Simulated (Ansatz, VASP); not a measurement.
# Two plane-wave programs on HfO2

```
CELL_PARAMETERS angstrom
3.55802 0.00000 0.00000
0.00000 3.55802 0.00000
0.00000 0.00000 5.17186
ATOMIC_POSITIONS crystal
Hf 0.50000 0.50000 0.50000
Hf 0.00000 0.00000 0.00000
O 0.00000 0.50000 0.69721
O 0.50000 0.00000 0.80279
O 0.50000 0.00000 0.30279
O 0.00000 0.50000 0.19721
```

Alike in both runs: task single point; functional PBEsol; k mesh 6 × 6 × 4; occupations gaussian, width 0.02 eV; no spin polarisation.

```csv
,VASP,Ansatz
version,VASP 6.6.1,Ansatz 0.2.0
potentials or method,"VASP PAW PBE potentials, release 64 (Hf_pv, O), cutoff 600 eV","plane waves, PAW"
valence electrons in the cell,44,76
```

Ansatz gave:

* pressure (GPa): 1.9
* traceless stress, the component that is largest in VASP (GPa): -0.48

**Question.** Estimate VASP's values.

**Answer.** Pressure (GPa): -1.6; traceless stress, the component that is largest in VASP (GPa): -0.44.

VASP's potentials were made for PBE, not for PBEsol. VASP's potentials hold 44 valence electrons a cell and Ansatz's 76, so a difference there can come from the potentials and not from the codes.

Neither program's run includes spin-orbit coupling.
